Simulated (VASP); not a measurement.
Runs of VASP 6.6.1 on Al. The structure is that of space group P6_3/mmc (No. 194), or close to it. The cells are those of the table. This isn't the form of Al at room conditions, which is fcc.

| task | level | potentials or basis | cell | cutoff (eV) | gap on the mesh (eV) | pressure (GPa) | relaxed volume (Å³/atom) |
| --- | --- | --- | --- | --- | --- | --- | --- |
| relaxation of cell and atoms | PBEsol | VASP PAW PBE potentials, release 64 (Al) | relaxed from a = 2.827, b = 2.827, c = 9.186 Å, angles 90.0, 90.0, 120.0°, 4 atoms | 600 | none | 0.0 | 16.23 |
| relaxation of cell and atoms | PBEsol+D3(BJ) | VASP PAW PBE potentials, release 64 (Al) | relaxed from a = 2.827, b = 2.827, c = 9.186 Å, angles 90.0, 90.0, 120.0°, 4 atoms | 600 | none | 0.0 | (a) |
| single point | PBEsol+D3(BJ) | VASP PAW PBE potentials, release 64 (Al) | a = 2.798, b = 2.798, c = 9.209 Å, angles 90.0, 90.0, 120.0°, 4 atoms | 520 | none | 0.1 | - |
| single point | LDA | VASP PAW LDA potentials, release 64 (Al) | a = 2.811, b = 2.811, c = 9.265 Å, angles 90.0, 90.0, 120.0°, 4 atoms | 520 | none | 0.1 | - |
| single point | PBEsol | VASP PAW PBE potentials, release 64 (Al) | a = 2.833, b = 2.833, c = 9.334 Å, angles 90.0, 90.0, 120.0°, 4 atoms | 520 | none | 0.1 | - |

Alike in all rows: no spin polarisation; k mesh 10 × 10 × 3; smearing fermi-dirac 0.1 eV.

Task: Estimate the missing entries.

Result: (a) 15.63.

Caveats: the PAW data sets were made with another functional, which shifts forces and pressure a little (at least some runs).

A gap of «none» marks levels without a gap at the run's occupations.
